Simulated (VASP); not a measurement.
SiC, 2 atoms in the cell. The typed cell holds 2 atoms: a = 3.081 Å, b = 3.081 Å, c = 3.081 Å, α = 60.00°, β = 60.00°, γ = 60.00°.  This cell differs from its parent crystal: mode 4 frozen in at -0.048 Å and mode 5 at -0.012 Å (largest displacements).

| Item | Value |
| --- | --- |
| Program | VASP 6.6.1 |
| Task | single point |
| Functional | PBEsol |
| Potentials or basis | VASP PAW PBE potentials, release 64 (Si, C) |
| Cutoff | 520 eV |
| k mesh | 10 × 10 × 10 |
| Occupations | gaussian, width 0.05 eV |
| Spin | no spin polarisation |
| Dipole correction | no |
| Further INCAR settings | ALGO = Normal; EDIFF = 1e-06; NBANDS = 11 |

Potentials or basis: VASP PAW PBE potentials, release 64 (Si, C).

The run is started by

```sh
$ cat potpaw_PBE.64/Si/POTCAR potpaw_PBE.64/C/POTCAR > POTCAR
$ mpirun -np 1 vasp_std > vasp.out
```

Hardware: 1 thread of AMD EPYC 9R45 96-Core Processor (Zen 5) (shared host).

**Question.** How long does it take, and how much memory?

**Answer.** Run time: 52 s on 1 thread of AMD EPYC 9R45 96-Core Processor (Zen 5), with other jobs on the host, peak memory 0.19 GiB. Counts: scf iterations 12, k points 504.
